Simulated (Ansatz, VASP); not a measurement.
Sc: VASP beside Ansatz

```
Sc
1.0
     6.62000    0.00000    0.00000
    -4.96500    8.59963    0.00000
     0.00000    0.00000    5.27614
Sc
13
Direct
  0.02910 0.99628 0.96126
  0.17059 0.23188 0.52488
  0.06958 0.38888 0.03062
  0.18982 0.57809 0.52804
  0.96021 0.64896 0.01410
  0.19360 0.90746 0.40584
  0.39613 0.89840 0.86482
  0.68884 0.24367 0.61796
  0.50314 0.32768 0.05968
  0.66492 0.55366 0.53367
  0.53071 0.67379 0.03861
  0.70853 0.88001 0.50270
  0.71775 0.10568 0.16651
```

Alike in both runs: functional PBEsol; k mesh 3 × 2 × 3; occupations fermi-dirac, width 0.15 eV; no spin polarisation.

Ansatz relaxed the structure, and its values are those at the end. VASP's run is a single point on that final structure, the one shown.

```csv
,VASP,Ansatz
version,VASP 6.6.1,Ansatz 0.2.0
potentials or method,"VASP PAW PBE potentials, release 64 (Sc_sv), cutoff 520 eV","scalar-relativistic, plane waves, PAW"
valence electrons in the cell,143,143
```

|  | VASP | Ansatz | Ansatz less VASP |
| --- | --- | --- | --- |
| rms of the force components (eV/Å) | 0.014 | 0.014 | +0.0002 |

VASP's potentials were made for PBE, not for PBEsol. The functional is the same, so the differences come from potentials, cutoffs and numerics.

The k mesh is coarse, so the values compare programs but aren't converged.
